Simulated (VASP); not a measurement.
The system is BPtF6.

```
CELL_PARAMETERS angstrom
4.90259 0.00000 0.00000
-2.45130 4.24578 0.00000
-2.45130 1.41526 4.53465
ATOMIC_POSITIONS crystal
B 0.50000 0.50000 0.50000
F 0.24200 0.11800 0.75100
F 0.88200 0.37300 0.75100
F 0.62700 0.75800 0.75100
F 0.75800 0.88200 0.24900
F 0.11800 0.62700 0.24900
F 0.37300 0.24200 0.24900
Pt 0.00000 0.00000 0.00000
```

* Program: VASP 6.6.1
* Task: relaxation of cell and atoms
* Functional: PBE
* Potentials or basis: VASP PAW PBE potentials, release 64 (B, F, Pt)
* Cutoff: 600 eV
* k mesh: 5 × 5 × 5
* Occupations: fermi-dirac, width 0.0476 eV
* Spin: no spin polarisation
* Hubbard terms: Pt d U = 5.0 eV

At the start: pressure 6.0 GPa; volume 11.80 Å³/atom.

How do energy, volume and symmetry change on relaxing?

Over 23 steps the energy falls by 460.1 meV/atom and the volume is 10.39 Å³/atom (-11.9 %); space group R-3 (No. 148, to 0.1 Å) before and after.

Step by step:
```csv
step,energy change (eV),largest force (eV/Å),pressure (GPa),volume (Å³)
1,0.0000,3.3374,5.97,94.39
2,-1.9345,1.7011,-16.01,100.52
3,-2.0576,1.1157,-19.69,104.40
4,-2.8192,1.6212,-8.00,94.61
5,-2.8789,1.0384,-11.44,96.45
6,-3.4321,0.6332,-7.65,90.68
7,-3.6599,0.1351,-0.47,85.00
8,-3.6598,0.1020,-0.84,85.22
9,-3.6641,0.0927,-0.33,84.89
10,-3.6653,0.1533,0.17,84.59
11,-3.6690,0.1299,0.16,84.46
12,-3.6761,0.0744,0.12,84.06
13,-3.6714,0.1411,0.02,83.26
14,-3.6774,0.0689,0.09,83.81
15,-3.6791,0.0236,-0.10,83.80
16,-3.6794,0.0184,-0.21,83.79
17,-3.6797,0.0295,0.05,83.60
18,-3.6797,0.0346,0.16,83.51
19,-3.6800,0.0290,0.14,83.47
20,-3.6804,0.0191,0.06,83.36
21,-3.6805,0.0460,-0.10,83.14
22,-3.6806,0.0300,-0.03,83.24
23,-3.6808,0.0040,0.01,83.15
```

Final structure:
```xyz
8
Lattice="4.7565 0.0000 0.0000 -2.3783 4.1193 0.0000 -2.3783 1.3731 4.2436" Properties=species:S:1:pos:R:3 pbc="T T T"
B     0.0000    2.7462    2.1218
F    -0.6921    1.5963    3.0515
F     1.3419    2.7218    3.0515
F    -0.6498    3.9206    3.0515
F     0.6921    3.8961    1.1922
F    -1.3419    2.7706    1.1922
F     0.6498    1.5718    1.1922
Pt    4.7565    0.0000    0.0000
```

Caveat: an odd number of electrons without spin polarisation forces a metal; a magnetic or distorted state may lie lower; U without spin polarisation on a metal has little footing.
